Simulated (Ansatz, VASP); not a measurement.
# Na2YNi in VASP and in Ansatz

INCAR

```
PREC     = Accurate       # precision mode
ENCUT    = 520            # plane-wave cutoff, eV
EDIFF    = 1E-7           # SCF threshold, eV
ISMEAR   = 0              # smearing method
SIGMA    = 0.1652         # smearing width, eV
LREAL    = False          # projectors in reciprocal space
LASPH    = True           # aspherical terms in the spheres
NELM     = 80             # most SCF steps
ALGO     = Normal         # electronic algorithm
ISIF     = 2              # what is computed and relaxed
LWAVE    = False          # write WAVECAR
LCHARG   = False          # write CHGCAR
GGA      = PE             # functional
NBANDS   = 45             # bands
```

File KPOINTS:

```
regular mesh
0
Gamma
  5 5 2
```

Contents of POSCAR:

```
Na2YNi
1.0
    2.7427850000      2.7723950000      0.0000000000
    2.7427850000     -2.7723950000      0.0000000000
    0.0000000000      0.0000000000    -10.0521300000
Na Ni Y
4 2 2
Direct
    0.2500000000      0.2500000000      0.0000000000
    0.7500000000      0.7500000000      0.0000000000
    0.2500000000      0.7500000000      0.3414000000
    0.7500000000      0.2500000000      0.6586000000
    0.2500000000      0.2500000000      0.5000000000
    0.7500000000      0.7500000000      0.5000000000
    0.2500000000      0.7500000000      0.7658400000
    0.7500000000      0.2500000000      0.2341600000
```

Input for Ansatz:

```yaml
crystal:
  lattice:
    - [2.742785, 2.772395, 0.0]
    - [2.742785, -2.772395, 0.0]
    - [0.0, 0.0, -10.05213]
  atoms:
    - { symbol: Na, position: [0.25, 0.25, 0.0] }
    - { symbol: Na, position: [0.75, 0.75, 0.0] }
    - { symbol: Ni, position: [0.25, 0.25, 0.5] }
    - { symbol: Ni, position: [0.75, 0.75, 0.5] }
    - { symbol: "Y", position: [0.25, 0.75, 0.76584] }
    - { symbol: "Y", position: [0.75, 0.25, 0.23416] }
    - { symbol: Na, position: [0.25, 0.75, 0.3414] }
    - { symbol: Na, position: [0.75, 0.25, 0.6586] }
  symmetry: { tolerance: 0.0003 }
kpoints:
  mp_grid: { grid: [5, 5, 2], shift: [0, 0, 0] }
magnetization:
  spin_polarized: false
scf:
  occupations: { method: gaussian, width: 0.1652 }
hamiltonian:
  pseudopotentials: { kind: paw }
  xc: pbe
basis:
  ecutwfc: 420
output:
  forces: true
  stress: true
  eigenvalues: true
```

Alike in both runs: task single point; functional PBE; k mesh 5 × 5 × 2; occupations gaussian, width 0.1652 eV; no spin polarisation.

|  | VASP | Ansatz |
| --- | --- | --- |
| version | VASP 6.6.1 | Ansatz 0.2.0 |
| potentials or method | VASP PAW PBE potentials, release 64 (Na_pv, Ni, Y_sv), cutoff 520 eV | PAW plane waves |
| valence electrons in the cell | 70 | 94 |

```tsv
	VASP	Ansatz	Ansatz less VASP
gap on the k mesh at the Fermi level (eV)	none	none	-
pressure (GPa)	11.3	11.3	-0.05
rms of the force components (eV/Å)	0.749	0.752	+0.0033
```

A gap of «none» marks a metal or a gap that the smearing closes. With one functional, cell and mesh, what is left measures potentials, basis and numerics. VASP's potentials hold 70 valence electrons a cell and Ansatz's 94, so a difference there can come from the potentials and not from the codes.
